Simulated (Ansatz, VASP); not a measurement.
# Hg in VASP and in Ansatz

```
CELL_PARAMETERS angstrom
-1.94760 1.94760 1.94760
1.94760 -1.94760 1.94760
1.94760 1.94760 -1.94760
ATOMIC_POSITIONS crystal
Hg 0.00000 0.00000 0.00000
```

Alike in both runs: task relaxation of cell and atoms; functional PBE; k mesh 15 × 15 × 15; occupations fermi-dirac, width 0.05 eV; no spin polarisation.

```csv
,VASP,Ansatz
version,VASP 6.6.1,Ansatz 0.2.0
potentials or method,"VASP PAW PBE potentials, release 64 (Hg)","PAW with Ansatz's default frozen-core files, scalar-relativistic"
plane-wave cutoff (eV),600,420
valence electrons in the cell,12,20
```

|  | VASP | Ansatz | Ansatz less VASP |
| --- | --- | --- | --- |
| relaxed volume (Å³/atom) | 29.74 | 29.51 | -0.228 |
| relaxed length of the cell vector where the two differ most in proportion (Å) | 3.381 | 3.372 | -0.0087 |

VASP's potentials hold 12 valence electrons a cell and Ansatz's 20, so a difference there can come from the potentials and not from the codes.

Spin-orbit coupling is off throughout.
